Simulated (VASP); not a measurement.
# W (Im-3m) in VASP: a series of runs

The runs below take W through single point, with RPBE, LDA, PBEsol.

Everything below comes from runs of VASP 6.6.1. Logs are shortened: lines on timing, memory, paths and dates and some standing lists are left out, and cuts for length are marked.

### Step 1. The cell of the first run

The structure is cubic, space group Im-3m (No. 229). Conventional cell: a = 3.316 Å, b = 3.316 Å, c = 3.316 Å, α = 90.00°, β = 90.00°, γ = 90.00°. W (site symmetry m-3m) has 14 W at 2.87 to 3.32 Å within 3.8 Å.

### Step 2. Single point, RPBE (volume scaled by 1.15)

INCAR

```
SYSTEM = W
  ALGO = Fast
  EDIFF = 1E-7
  ENCUT = 520
  GGA = RP
  ISIF = 2
  ISMEAR = -5
  LASPH = .TRUE.
  LCHARG = .FALSE.
  LREAL = .FALSE.
  LWAVE = .FALSE.
  NBANDS = 13
  NELM = 80
  PREC = Accurate
  SIGMA = 0.05
```

KPOINTS

```
k-points
0
G
  12 12 12
  0 0 0
```

POSCAR

```
W
1.0
   -1.6578063260      1.6578063260      1.6578063260
    1.6578063260     -1.6578063260      1.6578063260
    1.6578063260      1.6578063260     -1.6578063260
W
1
Direct
    0.0000000000      0.0000000000      0.0000000000
```

Potentials or basis: VASP PAW PBE potentials, release 64 (W_sv).

On the command line:

```sh
cat potpaw_PBE.64/W_sv/POTCAR > POTCAR
mpirun -np 1 vasp_std > vasp.out
```

OUTCAR:

```text
SYSTEM = W
   EDIFF = 1E-7
   ENCUT = 520
   GGA = RP
   ISIF = 2
   ISMEAR = -5
   LASPH = .TRUE.
   LREAL = .FALSE.
   NELM = 80
   PREC = Accurate

 ion  position               nearest neighbor table
   1  0.000  0.000  0.000-

  LATTYP: Found a body centered cubic cell.
 ALAT       =     3.3156126520

  Lattice vectors:

 A1 = (  -1.6578063260,   1.6578063260,   1.6578063260)
 A2 = (   1.6578063260,  -1.6578063260,   1.6578063260)
 A3 = (   1.6578063260,   1.6578063260,  -1.6578063260)

Analysis of symmetry for initial positions (statically):
=====================================================================
 Subroutine PRICEL returns:
 Original cell was already a primitive cell.

 Routine SETGRP: Setting up the symmetry group for a
 body centered cubic supercell.

 Subroutine GETGRP returns: Found 48 space group operations
 (whereof 48 operations were pure point group operations)
 out of a pool of 48 trial point group operations.

The static configuration has the point symmetry O_h .

Analysis of symmetry for dynamics (positions and initial velocities):
=====================================================================
 Subroutine PRICEL returns:
 Original cell was already a primitive cell.

 Routine SETGRP: Setting up the symmetry group for a
 body centered cubic supercell.

 Subroutine GETGRP returns: Found 48 space group operations
 (whereof 48 operations were pure point group operations)
 out of a pool of 48 trial point group operations.

The dynamic configuration has the point symmetry O_h .

 Subroutine INISYM returns: Found 48 space group operations
 (whereof 48 operations are pure point group operations),
 and found     1 'primitive' translations

----------------------------------------------------------------------------------------

                                     Primitive cell

  volume of cell :      18.2247

  direct lattice vectors                    reciprocal lattice vectors
    -1.657806326  1.657806326  1.657806326     0.000000000  0.301603385  0.301603385
     1.657806326 -1.657806326  1.657806326     0.301603385  0.000000000  0.301603385
     1.657806326  1.657806326 -1.657806326     0.301603385  0.301603385  0.000000000

  length of vectors
     2.871404786  2.871404786  2.871404786     0.426531598  0.426531598  0.426531598

  position of ions in fractional coordinates (direct lattice)
     0.000000000  0.000000000  0.000000000

  ion indices of the primitive-cell ions
   primitive index   ion index
                 1           1

----------------------------------------------------------------------------------------

 KPOINTS: k-points

Automatic generation of k-mesh.
 Grid dimensions read from file:
 generate k-points for:   12   12   12

 Generating k-lattice:

  Cartesian coordinates                     Fractional coordinates (reciprocal lattice)
     0.000000000  0.025133615  0.025133615     0.083333333  0.000000000  0.000000000
     0.025133615  0.000000000  0.025133615     0.000000000  0.083333333  0.000000000
     0.025133615  0.025133615  0.000000000     0.000000000  0.000000000  0.083333333

  Length of vectors
     0.035544300  0.035544300  0.035544300

  Shift w.r.t. Gamma in fractional coordinates (k-lattice)
     0.000000000  0.000000000  0.000000000

 TETIRR: Found   1910 inequivalent tetrahedra from    10368

 Subroutine IBZKPT returns following result:
 ===========================================

 Found     72 irreducible k-points:

 Following reciprocal coordinates:
            Coordinates               Weight
  0.000000  0.000000  0.000000      1.000000
  0.083333  0.000000  0.000000     12.000000
  0.166667  0.000000  0.000000     12.000000
  0.250000  0.000000  0.000000     12.000000
  0.333333  0.000000  0.000000     12.000000
  0.416667  0.000000  0.000000     12.000000
[... 16 lines left out ...]
  0.333333  0.083333  0.083333     24.000000
  0.416667  0.083333  0.083333     12.000000
 [... further k-points ...]
   k-points           NKPTS =     72   k-points in BZ     NKDIM =     72   number of bands    NBANDS=     13
   number of dos      NEDOS =    301   number of ions     NIONS =      1
   total plane-waves  NPLWV =  13824
   dimension x,y,z NGX =    24 NGY =   24 NGZ =   24
   dimension x,y,z NGXF=    48 NGYF=   48 NGZF=   48
   ions per type =               1
   NGX,Y,Z   is equivalent  to a cutoff of  13.90, 13.90, 13.90 a.u.
   NGXF,Y,Z  is equivalent  to a cutoff of  27.79, 27.79, 27.79 a.u.
 SYSTEM =  W
   PREC   = accura    normal or accurate (medium, high low for compatibility)
   ISTART =      0    job   : 0-new  1-cont  2-samecut
   ICHARG =      2    charge: 1-file 2-atom 10-const
   ISPIN  =      1    spin polarized calculation?
   LNONCOLLINEAR =      F non collinear calculations
   LSORBIT =      F    spin-orbit coupling
   LASPH  =      T    aspherical Exc in radial PAW
   ENCUT  =  520.0 eV  38.22 Ry    6.18 a.u.   5.34  5.34  5.34*2*pi/ulx,y,z
   NELM   =     80;   NELMIN=  2; NELMDL= -5     # of ELM steps
   EDIFF  = 0.1E-06   stopping-criterion for ELM
   LREAL  =      F    real-space projection
   EDIFFG = 0.1E-05   stopping-criterion for IOM
   NSW    =      0    number of steps for IOM
   IBRION =     -1    ionic relax: 0-MD 1-quasi-New 2-CG
   NFREE  =      0    steps in history (QN), initial steepest desc. (CG)
   ISIF   =      2    stress and relaxation
   ISYM   =      2    0-nonsym 1-usesym 2-fastsym
   POTIM  = 0.5000    time-step for ionic-motion
   TEBEG  =    0.0;   TEEND  =   0.0 temperature during run
   PSTRESS=    0.0 pullay stress
   NELECT =      14.0000    total number of electrons
   NUPDOWN=      -1.0000    fix difference up-down
   EMIN   =  10.00;   EMAX   =-10.00  energy-range for DOS
   EFERMI =   0.00;   METHOD = LEGACY
   ISMEAR =    -5;   SIGMA  =   0.05  broadening in eV -4-tet -1-fermi 0-gaus
   EFERMI_NEDOS =   21; number of points for ismear=-14 and -15
   IALGO  =     68    algorithm
   IMIX   =      4    mixing-type and parameters
     AMIX     =   0.40;   BMIX     =  1.00
     AMIX_MAG =   1.60;   BMIX_MAG =  1.00
  volume/ion in A,a.u.               =      18.22       122.99
  Fermi-wavevector in a.u.,A,eV,Ry     =   1.499329  2.833322 30.585742  2.247989
  Thomas-Fermi vector in A             =   2.610973
   LORBIT       =      0    0 simple, 1 ext, 2 COOP (PROOUT), +10 PAW based schemes
   GGA     = RP    functional components
   LHFCALC =     F    Hartree Fock is set to
   AEXX    =    0.0000 exact exchange contribution
   IVDW    =     0    specifies the selected vdW correction
   LEPSILON=     F    determine dielectric tensor
   LRPA    =     F    only Hartree local field effects (RPA)
 non-spin polarized calculation
 RMM-DIIS sequential band-by-band and
 Fermi weights with tetrahedron method with Bloechl corrections
  energy-cutoff  :      520.00
  volume of cell :       18.22
 maximum number of plane-waves:       531
 NGX is ok and might be reduce to    24
   NGX = 11   NGY = 11   NGZ = 11

 number of electron      14.0000003 magnetization

 Free energy of the ion-electron system (eV)
  ---------------------------------------------------
  ext. energy  EPLUGINS =         0.00000000
  ---------------------------------------------------
  free energy    TOTEN  =       -12.24407538 eV

  energy without entropy =      -12.24407538  energy(sigma->0) =      -12.24407538

 E-fermi :   9.6365     XC(G=0): -12.8119

 val. band max:        9.8991514004   @ k =   0.5000   0.0000   0.0000
 cond. band min:       9.5348090197   @ k =  -0.2500   0.3333   0.1667
 fundamental gap:     -0.3643423807
 Fermi energy:         9.6365261793

 k-point     1 :       0.0000    0.0000    0.0000
  band No.  band energies     occupation
      1     -64.8219      2.00000
      2     -28.5400      2.00000
      3     -28.5400      2.00000
      4     -28.5400      2.00000
      5       0.7672      2.00000
      6       8.5900      2.00000
      7       8.5900      2.00000
      8       8.5900      2.00000
      9      11.5622      0.00000
     10      11.5622      0.00000
     11      23.7630      0.00000
     12      23.7630      0.00000
     13      23.7630      0.00000

 k-point     2 :       0.0833    0.0000    0.0000
  band No.  band energies     occupation
      1     -64.8170      2.00000
      2     -28.5964      2.00000
      3     -28.5583      2.00000
      4     -28.5401      2.00000
      5       1.0502      2.00000
      6       8.4287      2.00000
      7       8.5494      2.00000
      8       8.8581      2.03437
      9      11.3309      0.00000
     10      11.5678      0.00000
     11      23.9743      0.00000
     12      24.2452      0.00000
     13      24.3418      0.00000

 k-point     3 :       0.1667    0.0000    0.0000
  band No.  band energies     occupation
      1     -64.8041      2.00000
      2     -28.7482      2.00000
      3     -28.6080      2.00000
      4     -28.5402      2.00000
      5       1.8394      2.00000
      6       8.0185      2.00000
      7       8.3447      2.00000
      8       9.6418      0.81516
      9      11.0018      0.00000
     10      11.6065      0.00000
     11      24.2453      0.00000
     12      25.2879      0.00000
     13      25.6064      0.00000
[... 305 lines left out ...]
 k-point    23 :       0.3333    0.0833    0.0833
  band No.  band energies     occupation
      1     -64.7541      2.00000
      2     -29.2506      2.00000
      3     -28.8136      2.00000
      4     -28.5928      2.00000
      5       4.7209      2.00000
      6       6.6847      2.00000
      7       8.4474      2.00224
      8      11.5881      0.00000
      9      12.1565      0.00000
     10      15.0419      0.00000
     11      18.8375      0.00000
     12      21.5911      0.00000
     13      24.1546      0.00000

 k-point    24 :       0.4167    0.0833    0.0833
  band No.  band energies     occupation
      1     -64.7499      2.00000
      2     -29.2848      2.00000
      3     -28.8402      2.00000
      4     -28.5940      2.00000
      5       4.7485      2.00000
      6       6.5991      2.00000
      7       9.1094      2.00464
      8      11.5972      0.00000
      9      12.2376      0.00000
     10      15.7354      0.00000
     11      17.7590      0.00000
     12      21.2000      0.00000
     13      23.6174      0.00000

 [... further k-points ...]
[... 5 lines left out ...]
  --------------------------------------------------------------------------------------
  -------------------------------------------------------------------------------------
  Total       -2.8607941     -2.8607941     -2.8607941      0.0000000     -0.0000000      0.0000000
  in kB     -251.4987420   -251.4987420   -251.4987420      0.0000000     -0.0000000      0.0000000
  external PRESSURE =    -251.4987420 kB  Pullay stress =       0.0000000 kB

 VOLUME and BASIS-vectors are now :
 -----------------------------------------------------------------------------
  energy-cutoff  :      520.00
  volume of cell :       18.22
      direct lattice vectors                 reciprocal lattice vectors
    -1.657806326  1.657806326  1.657806326     0.000000000  0.301603385  0.301603385
     1.657806326 -1.657806326  1.657806326     0.301603385  0.000000000  0.301603385
     1.657806326  1.657806326 -1.657806326     0.301603385  0.301603385  0.000000000

 POSITION                                       TOTAL-FORCE (eV/Angst)
 -----------------------------------------------------------------------------------
      0.00000      0.00000      0.00000         0.000000     -0.000000     -0.000000
 -----------------------------------------------------------------------------------
    total drift:                               -0.000000      0.000000      0.000000

  FREE ENERGIE OF THE ION-ELECTRON SYSTEM (eV)
  ---------------------------------------------------
  free  energy   TOTEN  =       -12.2440753825 eV

  energy  without entropy=      -12.2440753825  energy(sigma->0) =      -12.24407538
```

Run time: 46 s. Hardware: 1 thread of AMD EPYC 7R13, shared host; peak memory 0.12 GiB.

Results:

* Free energy: -12.2441 eV
* Pressure: -25.1 GPa
* Band gap on the k mesh: zero (band 7 reaches 13.83 eV, above the bottom of band 8 at 8.59 eV)

Levels at points of the mesh, in eV from the Fermi level:
| k point | band 5 | band 6 | band 7 | band 8 | band 9 | band 10 |
| --- | --- | --- | --- | --- | --- | --- |
| (0.00, 0.00, 0.00) | -8.87 | -1.05 | -1.05 | -1.05 | 1.93 | 1.93 |
| (0.50, 0.00, 0.00) | -5.44 | -2.98 | 0.26 | 1.75 | 2.57 | 4.96 |
| (0.50, 0.50, 0.50) | -4.82 | -4.82 | 4.19 | 4.19 | 4.19 | 7.19 |

Caveat: the PAW data sets were made with another functional, which shifts forces and pressure a little; spin-orbit coupling is left out, which moves the levels of the heavy elements; tetrahedron occupations give inexact forces and stress in metals.

(Continued in part 2 of 2.)
